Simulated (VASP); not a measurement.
RbBr, 2 atoms in the cell. Symmetry: Pmm2, No. 25, orthorhombic system. The conventional cell has a = 3.907 Å, b = 4.070 Å, c = 3.907 Å, α = 90.00°, β = 90.00°, γ = 90.00°. Rb (site symmetry mm2) has 8 Br at 3.34 to 3.53 Å and 6 Rb at 3.91 to 4.07 Å within 4.4 Å. Br (site symmetry mm2) has 8 Rb at 3.34 to 3.53 Å and 6 Br at 3.91 to 4.07 Å within 4.4 Å. 

| Item | Value |
| --- | --- |
| Program | VASP 6.6.1 |
| Task | single point |
| Functional | PBEsol |
| Potentials or basis | VASP PAW PBE potentials, release 64 (Rb_sv, Br) |
| Cutoff | 520 eV |
| k mesh | 6 × 6 × 6 |
| Occupations | gaussian, width 0.05 eV |
| Spin | no spin polarisation |
| Dipole correction | no |
| Further INCAR settings | ALGO = Normal; EDIFF = 1e-06; NBANDS = 15 |

Potentials or basis: VASP PAW PBE potentials, release 64 (Rb_sv, Br).

Command:

```sh
$ cat potpaw_PBE.64/Rb_sv/POTCAR potpaw_PBE.64/Br/POTCAR > POTCAR
$ mpirun -np 1 vasp_std > vasp.out
```

Hardware: 1 thread of Intel(R) Xeon(R) Platinum 8375C CPU @ 2.90GHz (Ice Lake) (shared host).

Task: Estimate the wall time of this run.

Result: Wall time 33 s on 1 thread of Intel(R) Xeon(R) Platinum 8375C CPU @ 2.90GHz (Ice Lake), on a shared host, peak memory 0.2 GiB. Counts: scf iterations 13, k points 64.
